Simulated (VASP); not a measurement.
# Hf (Fm-3m) in VASP: a series of runs

Runs on Hf. Level: PBE. Tasks: single point.

Program: VASP 6.6.1. These are calculated values, not measurements. Logs are shortened: lines on timing, memory, paths and dates and some standing lists are left out, and cuts for length are marked.

## 1. The cell of the first run

Symmetry: Fm-3m, No. 225, cubic system. The conventional cell has a = 4.410 Å, b = 4.410 Å, c = 4.410 Å, α = 90.00°, β = 90.00°, γ = 90.00°. Within 4.1 Å of Hf (site symmetry m-3m) lie 12 Hf at 3.12 Å.

## 2. Single point, PBE (volume scaled by 0.98)

The input, INCAR:

```
SYSTEM = Hf
PREC     = Accurate       ! precision mode
ENCUT    = 520            ! plane-wave cutoff, eV
EDIFF    = 1E-7           ! SCF threshold, eV
ISMEAR   = -1             ! smearing method
SIGMA    = 0.03           ! smearing width, eV
LREAL    = .FALSE.        ! projectors in reciprocal space
LASPH    = .TRUE.         ! aspherical terms in the spheres
NELM     = 80             ! most SCF steps
ALGO     = Normal         ! electronic algorithm
ISIF     = 2              ! what is computed and relaxed
LWAVE    = .FALSE.        ! write WAVECAR
LCHARG   = .TRUE.         ! write CHGCAR
GGA      = PE             ! functional
LELF     = .TRUE.         ! ELF
LVHAR    = .TRUE.       
NBANDS   = 11             ! bands
```

The input, KPOINTS:

```
regular mesh
0
G
  13 13 13
  0 0 0
```

The input, POSCAR:

```
Hf
1.0
    0.0000000000      2.2051002222      2.2051002222
    2.2051002222      0.0000000000      2.2051002222
    2.2051002222      2.2051002222      0.0000000000
Hf
1
Direct
    0.0000000000      0.0000000000      0.0000000000
```

Potentials or basis: VASP PAW PBE potentials, release 64 (Hf_pv).

On the command line:

```
> cat potpaw_PBE.64/Hf_pv/POTCAR > POTCAR
> mpirun -np 1 vasp_std > vasp.out
```

OUTCAR:

```text
SYSTEM = Hf
   PREC = Accurate
   ENCUT = 520
   EDIFF = 1E-7
   ISMEAR = -1
   LREAL = .FALSE.
   LASPH = .TRUE.
   NELM = 80
   ISIF = 2
   GGA = PE

 ion  position               nearest neighbor table
   1  0.000  0.000  0.000-

  LATTYP: Found a face centered cubic cell.
 ALAT       =     4.4102004444

  Lattice vectors:

 A1 = (   0.0000000000,   2.2051002222,   2.2051002222)
 A2 = (   2.2051002222,   0.0000000000,   2.2051002222)
 A3 = (   2.2051002222,   2.2051002222,   0.0000000000)

Analysis of symmetry for initial positions (statically):
=====================================================================
 Subroutine PRICEL returns:
 Original cell was already a primitive cell.

 Routine SETGRP: Setting up the symmetry group for a
 face centered cubic supercell.

 Subroutine GETGRP returns: Found 48 space group operations
 (whereof 48 operations were pure point group operations)
 out of a pool of 48 trial point group operations.

The static configuration has the point symmetry O_h .

Analysis of symmetry for dynamics (positions and initial velocities):
=====================================================================
 Subroutine PRICEL returns:
 Original cell was already a primitive cell.

 Routine SETGRP: Setting up the symmetry group for a
 face centered cubic supercell.

 Subroutine GETGRP returns: Found 48 space group operations
 (whereof 48 operations were pure point group operations)
 out of a pool of 48 trial point group operations.

The dynamic configuration has the point symmetry O_h .

 Subroutine INISYM returns: Found 48 space group operations
 (whereof 48 operations are pure point group operations),
 and found     1 'primitive' translations

----------------------------------------------------------------------------------------

                                     Primitive cell

  volume of cell :      21.4445

  direct lattice vectors                    reciprocal lattice vectors
     0.000000000  2.205100222  2.205100222    -0.226747063  0.226747063  0.226747063
     2.205100222  0.000000000  2.205100222     0.226747063 -0.226747063  0.226747063
     2.205100222  2.205100222  0.000000000     0.226747063  0.226747063 -0.226747063

  length of vectors
     3.118482641  3.118482641  3.118482641     0.392737434  0.392737434  0.392737434

  position of ions in fractional coordinates (direct lattice)
     0.000000000  0.000000000  0.000000000

  ion indices of the primitive-cell ions
   primitive index   ion index
                 1           1

----------------------------------------------------------------------------------------

 KPOINTS: regular mesh

Automatic generation of k-mesh.
 Grid dimensions read from file:
 generate k-points for:   13   13   13

 Generating k-lattice:

  Cartesian coordinates                     Fractional coordinates (reciprocal lattice)
    -0.017442082  0.017442082  0.017442082     0.076923077  0.000000000  0.000000000
     0.017442082 -0.017442082  0.017442082     0.000000000  0.076923077  0.000000000
     0.017442082  0.017442082 -0.017442082     0.000000000  0.000000000  0.076923077

  Length of vectors
     0.030210572  0.030210572  0.030210572

  Shift w.r.t. Gamma in fractional coordinates (k-lattice)
     0.000000000  0.000000000  0.000000000

 Subroutine IBZKPT returns following result:
 ===========================================

 Found     84 irreducible k-points:

 Following reciprocal coordinates:
            Coordinates               Weight
  0.000000  0.000000  0.000000      1.000000
  0.076923  0.000000  0.000000      8.000000
  0.153846  0.000000  0.000000      8.000000
  0.230769  0.000000  0.000000      8.000000
  0.307692  0.000000  0.000000      8.000000
  0.384615  0.000000  0.000000      8.000000
[... 16 lines left out ...]
  0.384615  0.153846  0.000000     24.000000
  0.461538  0.153846  0.000000     24.000000
 [... further k-points ...]
   k-points           NKPTS =     84   k-points in BZ     NKDIM =     84   number of bands    NBANDS=     11
   number of dos      NEDOS =    301   number of ions     NIONS =      1
   total plane-waves  NPLWV =  13824
   dimension x,y,z NGX =    24 NGY =   24 NGZ =   24
   dimension x,y,z NGXF=    48 NGYF=   48 NGZF=   48
   ions per type =               1
   NGX,Y,Z   is equivalent  to a cutoff of  12.79, 12.79, 12.79 a.u.
   NGXF,Y,Z  is equivalent  to a cutoff of  25.59, 25.59, 25.59 a.u.
 SYSTEM =  Hf
   PREC   = accura    normal or accurate (medium, high low for compatibility)
   ISTART =      0    job   : 0-new  1-cont  2-samecut
   ICHARG =      2    charge: 1-file 2-atom 10-const
   ISPIN  =      1    spin polarized calculation?
   LNONCOLLINEAR =      F non collinear calculations
   LSORBIT =      F    spin-orbit coupling
   LASPH  =      T    aspherical Exc in radial PAW
   ENCUT  =  520.0 eV  38.22 Ry    6.18 a.u.   5.80  5.80  5.80*2*pi/ulx,y,z
   NELM   =     80;   NELMIN=  2; NELMDL= -5     # of ELM steps
   EDIFF  = 0.1E-06   stopping-criterion for ELM
   LREAL  =      F    real-space projection
   EDIFFG = 0.1E-05   stopping-criterion for IOM
   NSW    =      0    number of steps for IOM
   IBRION =     -1    ionic relax: 0-MD 1-quasi-New 2-CG
   NFREE  =      0    steps in history (QN), initial steepest desc. (CG)
   ISIF   =      2    stress and relaxation
   ISYM   =      2    0-nonsym 1-usesym 2-fastsym
   POTIM  = 0.5000    time-step for ionic-motion
   TEBEG  =    0.0;   TEEND  =   0.0 temperature during run
   PSTRESS=    0.0 pullay stress
   NELECT =      10.0000    total number of electrons
   NUPDOWN=      -1.0000    fix difference up-down
   EMIN   =  10.00;   EMAX   =-10.00  energy-range for DOS
   EFERMI =   0.00;   METHOD = LEGACY
   ISMEAR =    -1;   SIGMA  =   0.03  broadening in eV -4-tet -1-fermi 0-gaus
   EFERMI_NEDOS =   21; number of points for ismear=-14 and -15
   IALGO  =     38    algorithm
   IMIX   =      4    mixing-type and parameters
     AMIX     =   0.40;   BMIX     =  1.00
     AMIX_MAG =   1.60;   BMIX_MAG =  1.00
  volume/ion in A,a.u.               =      21.44       144.71
  Fermi-wavevector in a.u.,A,eV,Ry     =   1.269511  2.399028 21.927944  1.611658
  Thomas-Fermi vector in A             =   2.402548
   LORBIT       =      0    0 simple, 1 ext, 2 COOP (PROOUT), +10 PAW based schemes
   GGA     = PE    functional components
   LHFCALC =     F    Hartree Fock is set to
   AEXX    =    0.0000 exact exchange contribution
   IVDW    =     0    specifies the selected vdW correction
   LEPSILON=     F    determine dielectric tensor
   LRPA    =     F    only Hartree local field effects (RPA)
 non-spin polarized calculation
  energy-cutoff  :      520.00
  volume of cell :       21.44
 maximum number of plane-waves:       589
   NGX = 11   NGY = 11   NGZ = 11

 number of electron      10.0000001 magnetization

 Free energy of the ion-electron system (eV)
  ---------------------------------------------------
  ext. energy  EPLUGINS =         0.00000000
  ---------------------------------------------------
  free energy    TOTEN  =        -9.83947505 eV

  energy without entropy =       -9.83499492  energy(sigma->0) =       -9.83723498

 E-fermi :   5.0237     XC(G=0): -11.4798

 val. band max:        5.0222893827   @ k =   0.3077   0.0000   0.0000
 cond. band min:       5.0245903583   @ k =  -0.3077   0.3077   0.0000
 fundamental gap:      0.0023009756
 Fermi energy:         5.0237061540

 k-point     1 :       0.0000    0.0000    0.0000
  band No.  band energies     occupation
      1     -24.8209      2.00000
      2     -24.8209      2.00000
      3     -24.8209      2.00000
      4      -2.3151      2.00000
      5       6.4593      0.00000
      6       6.4593      0.00000
      7       6.4593      0.00000
      8       9.4051      0.00000
      9       9.4051      0.00000
     10      16.4947      0.00000
     11      18.2529      0.00000

 k-point     2 :       0.0769    0.0000    0.0000
  band No.  band energies     occupation
      1     -24.8785      2.00000
      2     -24.8281      2.00000
      3     -24.8281      2.00000
      4      -2.0980      2.00000
      5       6.2386      0.00000
      6       6.5625      0.00000
      7       6.5625      0.00000
      8       9.2896      0.00000
      9       9.2896      0.00000
     10      16.9771      0.00000
     11      18.2521      0.00000

 k-point     3 :       0.1538    0.0000    0.0000
  band No.  band energies     occupation
      1     -25.0352      2.00000
      2     -24.8480      2.00000
      3     -24.8480      2.00000
      4      -1.4847      2.00000
      5       5.7308      0.00000
      6       6.7859      0.00000
      7       6.7859      0.00000
      8       9.1056      0.00000
      9       9.1056      0.00000
     10      17.8177      0.00000
     11      18.2519      0.00000

 k-point     4 :       0.2308    0.0000    0.0000
  band No.  band energies     occupation
      1     -25.2496      2.00000
      2     -24.8758      2.00000
      3     -24.8758      2.00000
      4      -0.5979      2.00000
      5       5.2336      0.00183
      6       6.8595      0.00000
      7       6.8595      0.00000
      8       9.2600      0.00000
      9       9.2600      0.00000
     10      16.8728      0.00000
     11      18.2546      0.00000
[... 239 lines left out ...]
 k-point    22 :       0.3077    0.1538    0.0000
  band No.  band energies     occupation
      1     -25.3488      2.00000
      2     -24.9627      2.00000
      3     -24.9586      2.00000
      4       0.3586      2.00000
      5       4.5300      2.00000
      6       6.2961      0.00000
      7       7.5053      0.00000
      8       8.8415      0.00000
      9      10.5336      0.00000
     10      17.9185      0.00000
     11      18.2745      0.00000

 k-point    23 :       0.3846    0.1538    0.0000
  band No.  band energies     occupation
      1     -25.5188      2.00000
      2     -25.0038      2.00000
      3     -24.9855      2.00000
      4       1.2345      2.00000
      5       4.4434      2.00000
      6       5.8065      0.00000
      7       7.3119      0.00000
      8      10.0190      0.00000
      9      11.2535      0.00000
     10      16.5790      0.00000
     11      18.2581      0.00000

 k-point    24 :       0.4615    0.1538    0.0000
  band No.  band energies     occupation
      1     -25.6400      2.00000
      2     -25.0494      2.00000
      3     -24.9934      2.00000
      4       1.8098      2.00000
      5       4.5741      2.00000
      6       5.7043      0.00000
      7       7.0628      0.00000
      8      11.3025      0.00000
      9      11.7396      0.00000
     10      15.0624      0.00000
     11      18.2217      0.00000

 [... further k-points ...]
[... 5 lines left out ...]
  --------------------------------------------------------------------------------------
  -------------------------------------------------------------------------------------
  Total        0.7008009      0.7008009      0.7008009      0.0000000      0.0000000      0.0000000
  in kB       52.3588655     52.3588655     52.3588655      0.0000000      0.0000000      0.0000000
  external PRESSURE =      52.3588655 kB  Pullay stress =       0.0000000 kB

 VOLUME and BASIS-vectors are now :
 -----------------------------------------------------------------------------
  energy-cutoff  :      520.00
  volume of cell :       21.44
      direct lattice vectors                 reciprocal lattice vectors
     0.000000000  2.205100222  2.205100222    -0.226747063  0.226747063  0.226747063
     2.205100222  0.000000000  2.205100222     0.226747063 -0.226747063  0.226747063
     2.205100222  2.205100222  0.000000000     0.226747063  0.226747063 -0.226747063

 POSITION                                       TOTAL-FORCE (eV/Angst)
 -----------------------------------------------------------------------------------
      0.00000      0.00000      0.00000         0.000000      0.000000      0.000000
 -----------------------------------------------------------------------------------
    total drift:                                0.000000      0.000000     -0.000000

  FREE ENERGIE OF THE ION-ELECTRON SYSTEM (eV)
  ---------------------------------------------------
  free  energy   TOTEN  =        -9.8394750471 eV

  energy  without entropy=       -9.8349949189  energy(sigma->0) =       -9.83723498
```

Wall time 16 s (1 thread of Intel Xeon 8259CL, shared host); peak memory 0.15 GiB.

What came out:

| Property | Result |
| --- | --- |
| Free energy | -9.8395 eV |
| Pressure | 5.2 GPa |
| Band gap on the k mesh | zero (band 5 reaches 6.46 eV, above the bottom of band 6 at 4.47 eV) |

Levels at points of the mesh, in eV from the Fermi level:
```tsv
k point	band 1	band 2	band 3	band 4	band 5	band 6	band 7	band 8	band 9	band 10
(0.00, 0.00, 0.00)	-29.84	-29.84	-29.84	-7.34	1.44	1.44	1.44	4.38	4.38	11.47
```

Caveat: spin-orbit coupling is left out, which moves the levels of the heavy elements.

## 3. Single point, PBE (volume scaled by 1.02)

The input, INCAR:

```
PREC = Accurate
ENCUT = 520
EDIFF = 1E-7
ISMEAR = -1
SIGMA = 0.03
LREAL = F
LASPH = T
NELM = 80
ALGO = Normal
ISIF = 2
LWAVE = F
LCHARG = T
GGA = PE
LELF = T
LVHAR = T
NBANDS = 11
```

The input, KPOINTS:

```
Automatic mesh
0
Gamma
  13 13 13
```

The input, POSCAR:

```
Hf
1.0
    0.0000000000      2.2347024152      2.2347024152
    2.2347024152      0.0000000000      2.2347024152
    2.2347024152      2.2347024152      0.0000000000
Hf
1
Direct
    0.0000000000      0.0000000000      0.0000000000
```

Potentials or basis: VASP PAW PBE potentials, release 64 (Hf_pv).

On the command line:

```
> cat potpaw_PBE.64/Hf_pv/POTCAR > POTCAR
> mpirun -np 1 vasp_std > vasp.out
```

It took 16 s on 1 thread of Intel Xeon 8259CL, shared host; peak memory 0.15 GiB.

The run converged. Its results:

```
Free energy            : -9.8552 eV
Pressure               : 0.6 GPa
Band gap on the k mesh : zero (band 5 reaches 6.16 eV, above the bottom of band 6 at 4.21 eV)
```

Levels at points of the mesh, in eV from the Fermi level:
| k point | band 1 | band 2 | band 3 | band 4 | band 5 | band 6 | band 7 | band 8 | band 9 | band 10 |
| --- | --- | --- | --- | --- | --- | --- | --- | --- | --- | --- |
| (0.00, 0.00, 0.00) | -29.99 | -29.99 | -29.99 | -7.20 | 1.42 | 1.42 | 1.42 | 4.22 | 4.22 | 11.34 |

Caveat: spin-orbit coupling is left out, which moves the levels of the heavy elements.
